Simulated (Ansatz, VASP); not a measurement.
Two plane-wave programs on Al

Contents of INCAR:

```
PREC = Accurate
ENCUT = 520
EDIFF = 1E-6
ISMEAR = -1
SIGMA = 0.05
LREAL = F
LASPH = T
NELM = 80
ALGO = Fast
ISIF = 2
LWAVE = F
LCHARG = F
GGA = PE
NBANDS = 8
```

KPOINTS

```
regular mesh
0
Gamma
  5 5 5
```

The input POSCAR:

```
Al
1.0
    0.0000000000      2.0248050000      2.0248050000
    2.0248050000      0.0000000000      2.0248050000
    2.0248050000      2.0248050000      0.0000000000
Al
1
Direct
    0.0000000000      0.0000000000      0.0000000000
```

Contents of input.yaml:

```yaml
crystal:
  lattice:
    - [0.0, 2.024805, 2.024805]
    - [2.024805, 0.0, 2.024805]
    - [2.024805, 2.024805, 0.0]
  atoms:
    - { symbol: Al, position: [0.0, 0.0, 0.0] }
hamiltonian:
  xc: pbe
  pseudopotentials: { kind: paw }
kpoints:
  mp_grid: { grid: [5, 5, 5] }
scf:
  occupations: { method: fermi_dirac, width: 0.05 }
output:
  forces: true
  stress: true
  eigenvalues: true
  write_density: true
  write_potential: true
  elf: true
  volumetric_format: npy
```

Alike in both runs: task single point; functional PBE; k mesh 5 × 5 × 5; occupations fermi-dirac, width 0.05 eV; no spin polarisation.

|  | VASP | Ansatz |
| --- | --- | --- |
| version | VASP 6.6.1 | Ansatz 0.2.0 |
| potentials or method | VASP PAW PBE potentials, release 64 (Al) | Ansatz PAW |
| plane-wave cutoff (eV) | 520 | 420 |
| valence electrons in the cell | 3 | 3 |

|  | VASP | Ansatz | Ansatz less VASP |
| --- | --- | --- | --- |
| gap on the k mesh at the Fermi level (eV) | none | none | - |
| pressure (GPa) | 1.3 | 1.4 | +0.04 |

A gap of «none» marks a metal or a gap that the smearing closes. With one functional, cell and mesh, what is left measures potentials, basis and numerics.

The k mesh is coarse, so the values compare programs but aren't converged.
